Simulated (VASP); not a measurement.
# Hf (P6_3/mmc) in VASP: further runs

Runs on Hf. Level: r2SCAN. Tasks: single point, relaxation of cell and atoms.

Program: VASP 6.6.1. These are calculated values, not measurements. Logs are shortened: lines on timing, memory, paths and dates and some standing lists are left out, and cuts for length are marked.

### 1 The cell of the first run

It takes space group P6_3/mmc (No. 194, hexagonal). Conventional cell: a = 3.198 Å, b = 3.198 Å, c = 5.046 Å, α = 90.00°, β = 90.00°, γ = 120.00°. Within 4.1 Å of Hf (site symmetry -6m2) lie 12 Hf at 3.13 to 3.20 Å.

### 2 Single point, r2SCAN

Contents of POSCAR:

```
Hf
1.0
    3.1980941772      0.0000000000      0.0000000000
   -1.5990470886      2.7696308012      0.0000000000
    0.0000000000      0.0000000000      5.0457222896
Hf
2
Direct
    0.3333333333      0.6666666667      0.2500000000
    0.6666666667      0.3333333333      0.7500000000
```

Contents of INCAR.step1:

```
PREC = Accurate
ENCUT = 520
ISMEAR = 0
SIGMA = 0.1
LREAL = False
LASPH = True
NELM = 100
NBANDS = 17
GGA = PE
ALGO = Normal
EDIFF = 1E-4
LWAVE = True
LCHARG = False
```

Contents of INCAR.step2:

```
PREC = Accurate
ENCUT = 520
EDIFF = 1E-6
ISMEAR = 0
SIGMA = 0.1
LREAL = False
LASPH = True
NELM = 100
ALGO = Normal
ISIF = 2
LWAVE = False
LCHARG = False
METAGGA = R2SCAN
LMIXTAU = True
NBANDS = 17
ISTART = 1
```

Contents of KPOINTS:

```
regular mesh
0
Gamma
  15 15 8
```

Potentials or basis: VASP PAW PBE potentials, release 64 (Hf_pv).

Run with:

```
> cat potpaw_PBE.64/Hf_pv/POTCAR > POTCAR
> cp INCAR.step1 INCAR
> mpirun -np 1 vasp_std > vasp.out
> cp INCAR.step2 INCAR
> mpirun -np 1 vasp_std > vasp.out
```

OUTCAR:

```text
PREC = Accurate
   ENCUT = 520
   EDIFF = 1E-6
   ISMEAR = 0
   LREAL = False
   LASPH = True
   NELM = 100
   ISIF = 2
   METAGGA = R2SCAN
   ISTART = 1

 ion  position               nearest neighbor table
   1  0.333  0.667  0.250-   2 3.13   2 3.13   2 3.13   2 3.13   2 3.13   2 3.13
   2  0.667  0.333  0.750-   1 3.13   1 3.13   1 3.13   1 3.13   1 3.13   1 3.13

  LATTYP: Found a hexagonal cell.
 ALAT       =     3.1980941772
 C/A-ratio  =     1.5777278623

  Lattice vectors:

 A1 = (   3.1980941772,   0.0000000000,   0.0000000000)
 A2 = (  -1.5990470886,   2.7696308012,   0.0000000000)
 A3 = (   0.0000000000,   0.0000000000,   5.0457222896)

Analysis of symmetry for initial positions (statically):
=====================================================================
 Subroutine PRICEL returns:
 Original cell was already a primitive cell.

 Routine SETGRP: Setting up the symmetry group for a
 hexagonal supercell.

 Subroutine GETGRP returns: Found 24 space group operations
 (whereof 12 operations were pure point group operations)
 out of a pool of 24 trial point group operations.

The static configuration has the point symmetry D_3d.
 The point group associated with its full space group is D_6h.

Analysis of symmetry for dynamics (positions and initial velocities):
=====================================================================
 Subroutine PRICEL returns:
 Original cell was already a primitive cell.

 Routine SETGRP: Setting up the symmetry group for a
 hexagonal supercell.

 Subroutine GETGRP returns: Found 24 space group operations
 (whereof 12 operations were pure point group operations)
 out of a pool of 24 trial point group operations.

The dynamic configuration has the point symmetry D_3d.
 The point group associated with its full space group is D_6h.

 Subroutine INISYM returns: Found 24 space group operations
 (whereof 12 operations are pure point group operations),
 and found     1 'primitive' translations

----------------------------------------------------------------------------------------

                                     Primitive cell

  volume of cell :      44.6927

  direct lattice vectors                    reciprocal lattice vectors
     3.198094177  0.000000000  0.000000000     0.312686226  0.180529477  0.000000000
    -1.599047089  2.769630801  0.000000000     0.000000000  0.361058954  0.000000000
     0.000000000  0.000000000  5.045722290     0.000000000  0.000000000  0.198187681

  length of vectors
     3.198094177  3.198094177  5.045722290     0.361058954  0.361058954  0.198187681

  position of ions in fractional coordinates (direct lattice)
     0.333333333  0.666666667  0.250000000
     0.666666667  0.333333333  0.750000000

  ion indices of the primitive-cell ions
   primitive index   ion index
                 1           1
                 2           2

----------------------------------------------------------------------------------------

 KPOINTS: regular mesh

Automatic generation of k-mesh.
 Grid dimensions read from file:
 generate k-points for:   15   15    8

 Generating k-lattice:

  Cartesian coordinates                     Fractional coordinates (reciprocal lattice)
     0.020845748  0.012035298  0.000000000     0.066666667  0.000000000  0.000000000
     0.000000000  0.024070597  0.000000000     0.000000000  0.066666667  0.000000000
     0.000000000  0.000000000  0.024773460     0.000000000  0.000000000  0.125000000

  Length of vectors
     0.024070597  0.024070597  0.024773460

  Shift w.r.t. Gamma in fractional coordinates (k-lattice)
     0.000000000  0.000000000  0.000000000

 Subroutine IBZKPT returns following result:
 ===========================================

 Found    135 irreducible k-points:

 Following reciprocal coordinates:
            Coordinates               Weight
  0.000000  0.000000  0.000000      1.000000
  0.066667 -0.000000  0.000000      6.000000
  0.133333 -0.000000  0.000000      6.000000
  0.200000  0.000000  0.000000      6.000000
  0.266667 -0.000000  0.000000      6.000000
  0.333333  0.000000  0.000000      6.000000
[... 16 lines left out ...]
  0.333333  0.200000  0.000000     12.000000
  0.400000  0.200000  0.000000      6.000000
 [... further k-points ...]
   k-points           NKPTS =    135   k-points in BZ     NKDIM =    135   number of bands    NBANDS=     17
   number of dos      NEDOS =    301   number of ions     NIONS =      2
   total plane-waves  NPLWV =  23040
   dimension x,y,z NGX =    24 NGY =   24 NGZ =   40
   dimension x,y,z NGXF=    48 NGYF=   48 NGZF=   80
   ions per type =               2
   NGX,Y,Z   is equivalent  to a cutoff of  12.48, 12.48, 13.18 a.u.
   NGXF,Y,Z  is equivalent  to a cutoff of  24.95, 24.95, 26.36 a.u.
 SYSTEM =  unknown system
   PREC   = accura    normal or accurate (medium, high low for compatibility)
   ISTART =      1    job   : 0-new  1-cont  2-samecut
   ICHARG =      0    charge: 1-file 2-atom 10-const
   ISPIN  =      1    spin polarized calculation?
   LNONCOLLINEAR =      F non collinear calculations
   LSORBIT =      F    spin-orbit coupling
   LASPH  =      T    aspherical Exc in radial PAW
   ENCUT  =  520.0 eV  38.22 Ry    6.18 a.u.   5.95  5.95  9.38*2*pi/ulx,y,z
   NELM   =    100;   NELMIN=  2; NELMDL=  0     # of ELM steps
   EDIFF  = 0.1E-05   stopping-criterion for ELM
   LREAL  =      F    real-space projection
   EDIFFG = 0.1E-04   stopping-criterion for IOM
   NSW    =      0    number of steps for IOM
   IBRION =     -1    ionic relax: 0-MD 1-quasi-New 2-CG
   NFREE  =      0    steps in history (QN), initial steepest desc. (CG)
   ISIF   =      2    stress and relaxation
   ISYM   =      2    0-nonsym 1-usesym 2-fastsym
   POTIM  = 0.5000    time-step for ionic-motion
   TEBEG  =    0.0;   TEEND  =   0.0 temperature during run
   PSTRESS=    0.0 pullay stress
   NELECT =      20.0000    total number of electrons
   NUPDOWN=      -1.0000    fix difference up-down
   EMIN   =  10.00;   EMAX   =-10.00  energy-range for DOS
   EFERMI =   0.00;   METHOD = LEGACY
   ISMEAR =     0;   SIGMA  =   0.10  broadening in eV -4-tet -1-fermi 0-gaus
   EFERMI_NEDOS =   21; number of points for ismear=-14 and -15
   IALGO  =     38    algorithm
   IMIX   =      4    mixing-type and parameters
     AMIX     =   0.40;   BMIX     =  1.00
     AMIX_MAG =   1.60;   BMIX_MAG =  1.00
  volume/ion in A,a.u.               =      22.35       150.80
  Fermi-wavevector in a.u.,A,eV,Ry     =   1.252197  2.366309 21.333900  1.567997
  Thomas-Fermi vector in A             =   2.386109
   LORBIT       =      0    0 simple, 1 ext, 2 COOP (PROOUT), +10 PAW based schemes
   METAGGA = R2SCAN    functional components
   LHFCALC =     F    Hartree Fock is set to
   AEXX    =    0.0000 exact exchange contribution
   IVDW    =     0    specifies the selected vdW correction
   LEPSILON=     F    determine dielectric tensor
   LRPA    =     F    only Hartree local field effects (RPA)
 non-spin polarized calculation
 Gauss-broadening in eV      SIGMA  =   0.10
  energy-cutoff  :      520.00
  volume of cell :       44.69
 maximum number of plane-waves:      1236
 NGX is ok and might be reduce to    24
   NGX = 11   NGY = 11   NGZ = 19

 number of electron      20.0000003 magnetization

 Free energy of the ion-electron system (eV)
  ---------------------------------------------------
  ext. energy  EPLUGINS =         0.00000000
  ---------------------------------------------------
  free energy    TOTEN  =       -90.30630398 eV

  energy without entropy =      -90.30006075  energy(sigma->0) =      -90.30318236

 E-fermi :   4.8568     XC(G=0): -12.1591

 val. band max:        4.8220021520   @ k =   0.2667   0.2000   0.5000
 cond. band min:       4.8700173193   @ k =   0.3333   0.3333   0.2500
 fundamental gap:      0.0480151673
 Fermi energy:         4.8567710836

 k-point     1 :       0.0000    0.0000    0.0000
  band No.  band energies     occupation
      1     -27.4122      2.00000
      2     -26.6391      2.00000
      3     -26.6391      2.00000
      4     -26.5101      2.00000
      5     -26.5080      2.00000
      6     -26.5080      2.00000
[... 9 lines left out ...]
     16       7.7480      0.00000
     17      10.5001      0.00000

 k-point     2 :       0.0667   -0.0000    0.0000
  band No.  band energies     occupation
      1     -27.4001      2.00000
      2     -26.6645      2.00000
      3     -26.6477      2.00000
      4     -26.5348      2.00000
      5     -26.5156      2.00000
      6     -26.5112      2.00000
[... 9 lines left out ...]
     16       7.6091      0.00000
     17      10.6124      0.00000

 k-point     3 :       0.1333   -0.0000    0.0000
  band No.  band energies     occupation
      1     -27.3650      2.00000
      2     -26.7364      2.00000
      3     -26.6714      2.00000
      4     -26.6094      2.00000
      5     -26.5321      2.00000
      6     -26.5209      2.00000
[... 9 lines left out ...]
     16       7.5366      0.00000
     17      10.8709      0.00000

 k-point     4 :       0.2000    0.0000    0.0000
  band No.  band energies     occupation
      1     -27.3099      2.00000
      2     -26.8425      2.00000
      3     -26.7157      2.00000
      4     -26.7051      2.00000
      5     -26.5597      2.00000
      6     -26.5363      2.00000
[... 9 lines left out ...]
     16       8.1224      0.00000
     17      11.1510      0.00000
[... 343 lines left out ...]
      1     -27.0952      2.00000
      2     -27.0685      2.00000
      3     -27.0238      2.00000
      4     -26.8379      2.00000
      5     -26.7089      2.00000
      6     -26.6925      2.00000
[... 9 lines left out ...]
     16      11.1722      0.00000
     17      11.4334      0.00000

 k-point    23 :       0.3333    0.2000    0.0000
  band No.  band energies     occupation
      1     -27.1481      2.00000
      2     -27.0245      2.00000
      3     -27.0014      2.00000
      4     -26.8957      2.00000
      5     -26.7606      2.00000
      6     -26.7197      2.00000
[... 9 lines left out ...]
     16      11.1566      0.00000
     17      12.0412      0.00000

 k-point    24 :       0.4000    0.2000    0.0000
  band No.  band energies     occupation
      1     -27.1665      2.00000
      2     -27.0175      2.00000
      3     -26.9688      2.00000
      4     -26.9237      2.00000
      5     -26.7878      2.00000
      6     -26.7289      2.00000
[... 9 lines left out ...]
     16      11.1502      0.00000
     17      11.6249      0.00000

 [... further k-points ...]
[... 5 lines left out ...]
  --------------------------------------------------------------------------------------
  -------------------------------------------------------------------------------------
  Total       -0.1509389     -0.1509389     -0.1797226      0.0000000      0.0000000     -0.0000000
  in kB       -5.4109729     -5.4109729     -6.4428328      0.0000000      0.0000000     -0.0000000
  external PRESSURE =      -5.7549262 kB  Pullay stress =       0.0000000 kB

 VOLUME and BASIS-vectors are now :
 -----------------------------------------------------------------------------
  energy-cutoff  :      520.00
  volume of cell :       44.69
      direct lattice vectors                 reciprocal lattice vectors
     3.198094177  0.000000000  0.000000000     0.312686226  0.180529477  0.000000000
    -1.599047089  2.769630801  0.000000000     0.000000000  0.361058954  0.000000000
     0.000000000  0.000000000  5.045722290     0.000000000  0.000000000  0.198187681

 POSITION                                       TOTAL-FORCE (eV/Angst)
 -----------------------------------------------------------------------------------
     -0.00000      1.84642      1.26143         0.000000     -0.000000      0.000000
      1.59905      0.92321      3.78429        -0.000000      0.000000      0.000000
 -----------------------------------------------------------------------------------
    total drift:                               -0.000000      0.000000     -0.000000

  FREE ENERGIE OF THE ION-ELECTRON SYSTEM (eV)
  ---------------------------------------------------
  free  energy   TOTEN  =       -90.3063039764 eV

  energy  without entropy=      -90.3000607509  energy(sigma->0) =      -90.30318236
```

Run time: 6.1 min. Hardware: 1 thread of Intel Xeon 8259CL, shared host; peak memory 0.23 GiB.

What came out:

* Free energy: -90.3063 eV
* Pressure: -0.6 GPa
* Band gap on the k mesh: zero (bands 10 and 11 overlap by 1.75 eV)

Caveat: the PAW data sets were made with another functional, which shifts forces and pressure a little; spin-orbit coupling is left out, which moves the levels of the heavy elements.

### 3 Relaxation of cell and atoms, r2SCAN

Contents of POSCAR:

```
Hf
1.0
    3.1966985242      0.0000000000      0.0000000000
   -1.5983492621      2.7684221302      0.0000000000
    0.0000000000      0.0000000000      5.0578000000
Hf
2
Direct
    0.3333333333      0.6666666667      0.2500000000
    0.6666666667      0.3333333333      0.7500000000
```

Contents of INCAR.step1:

```
ALGO = Normal ; EDIFF = 1E-4
ENCUT = 600 ; GGA = PE
ISMEAR = 0 ; LASPH = True
LCHARG = False ; LREAL = False
LWAVE = True ; NELM = 60
PREC = Accurate ; SIGMA = 0.1
```

Contents of INCAR.step2:

```
ALGO = Normal ; EDIFF = 1E-7
EDIFFG = -0.005 ; ENCUT = 600
IBRION = 2 ; ISIF = 3
ISMEAR = 0 ; ISTART = 1
LASPH = True ; LCHARG = False
LMIXTAU = True ; LREAL = False
LWAVE = False ; METAGGA = R2SCAN
NELM = 60 ; NSW = 100
PREC = Accurate ; SIGMA = 0.1
```

Contents of KPOINTS:

```
k-points
0
Gamma
  15 15 8
```

Potentials or basis: VASP PAW PBE potentials, release 64 (Hf_pv).

Run with:

```
> cat potpaw_PBE.64/Hf_pv/POTCAR > POTCAR
> cp INCAR.step1 INCAR
> mpirun -np 1 vasp_std > vasp.out
> cp INCAR.step2 INCAR
> mpirun -np 1 vasp_std > vasp.out
```

Run time: 18 min. Hardware: 1 thread of Intel Xeon Platinum 8488C (Sapphire Rapids), shared host; peak memory 0.26 GiB.

It converged, with:

```yaml
Free_energy: -90.3069 eV
Relaxed_volume: 22.22 Å³/atom
Relaxed_cell: a = 3.193 Å, b = 3.193 Å, c = 5.035 Å, α = 90.00°, β = 90.00°, γ = 120.00°
Space_group_after_relaxing_to_0.1_Å: P6_3/mmc (No. 194)
Energy_gained_by_relaxing: 0.4 meV/atom
Ionic_steps: 5
Pressure_after_relaxing: 0.0 GPa
Band_gap_on_the_k_mesh: zero (bands 10 and 11 overlap by 1.75 eV)
```

The path:
| step | energy change (eV) | largest force (eV/Å) | pressure (GPa) | volume (Å³) |
| --- | --- | --- | --- | --- |
| 1 | 0.0000 | 0.0000 | -0.75 | 44.76 |
| 2 | 0.0003 | 0.0000 | 0.97 | 44.08 |
| 3 | -0.0008 | 0.0000 | 0.03 | 44.44 |
| 4 | -0.0008 | 0.0000 | 0.05 | 44.44 |
| 5 | -0.0009 | 0.0000 | 0.01 | 44.45 |

Final structure:
```yaml
crystal:
  lattice:
    - [3.19286, 0.00000, 0.00000]
    - [-1.59643, 2.76510, 0.00000]
    - [0.00000, 0.00000, 5.03467]
  atoms:
    - { symbol: Hf, position: [0.33333, 0.66667, 0.25000] }
    - { symbol: Hf, position: [0.66667, 0.33333, 0.75000] }
```

Levels at points of the mesh, in eV from the Fermi level:
| k point | band 6 | band 7 | band 8 | band 9 | band 10 | band 11 | band 12 | band 13 | band 14 |
| --- | --- | --- | --- | --- | --- | --- | --- | --- | --- |
| (0.00, 0.00, 0.00) | -31.34 | -7.79 | -3.88 | 0.44 | 1.31 | 1.31 | 1.65 | 2.20 | 2.20 |
| (0.00, 0.00, 0.50) | -31.41 | -5.71 | -5.71 | 0.15 | 0.15 | 1.21 | 1.21 | 1.21 | 1.21 |

Caveat: the PAW data sets were made with another functional, which shifts forces and pressure a little; spin-orbit coupling is left out, which moves the levels of the heavy elements.

The gap in the log of VASP goes by the Fermi energy; the results here count the filled bands.